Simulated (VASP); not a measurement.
Set up this calculation in VASP 6.6.1, as the native input.

- Task: single point
- Functional: PBE
- Potentials or basis: VASP PAW PBE potentials, release 64 (Zn, O)
- Cutoff: 520 eV
- k mesh: 8 × 8 × 8
- Occupations: gaussian, width 0.02 eV
- Spin: no spin polarisation
- Dipole correction: no
- Further INCAR settings: ALGO = Normal; EDIFF = 1e-06; NBANDS = 46

The structure of ZnO lies in POSCAR:

```
ZnO
1.0
   -3.2312779625      3.2312779625      2.6430734491
    3.2312779625     -3.2312779625      2.6430734491
    3.2312779625      3.2312779625     -2.6430734491
Zn O
4 4
Direct
    0.4104443209      0.9104443209      0.1983986110
    0.7120457099      0.2120457099      0.8016013890
    0.9104443209      0.7120457099      0.5000000000
    0.2120457099      0.4104443209      0.5000000000
    0.2886884924      0.0895826064      0.5000000000
    0.5895826064      0.7886884924      0.5000000000
    0.7886884924      0.2886884924      0.1991058860
    0.0895826064      0.5895826064      0.8008941140
```

These files were run (other wordings do the same):

INCAR

```
  PREC = Accurate
  ENCUT = 520
  EDIFF = 1E-6
  ISMEAR = 0
  SIGMA = 0.02
  LREAL = False
  LASPH = True
  NELM = 80
  ALGO = Normal
  ISIF = 2
  LWAVE = False
  LCHARG = False
  GGA = PE
  NBANDS = 46
```

KPOINTS

```
regular mesh
0
Gamma
  8 8 8
```

Potentials or basis: VASP PAW PBE potentials, release 64 (Zn, O).

Run with:

```sh
$ cat potpaw_PBE.64/Zn/POTCAR potpaw_PBE.64/O/POTCAR > POTCAR
$ mpirun -np 1 vasp_std > vasp.out
```

It gave:

| Property | Result |
| --- | --- |
| Pressure | 0.9 GPa |
| Largest force | 0.020 eV/Å |
| Band gap on the k mesh | 0.92 eV, direct |

Wall time 12 min on 1 thread of AMD EPYC 7R13, on a shared host, peak memory 0.34 GiB.
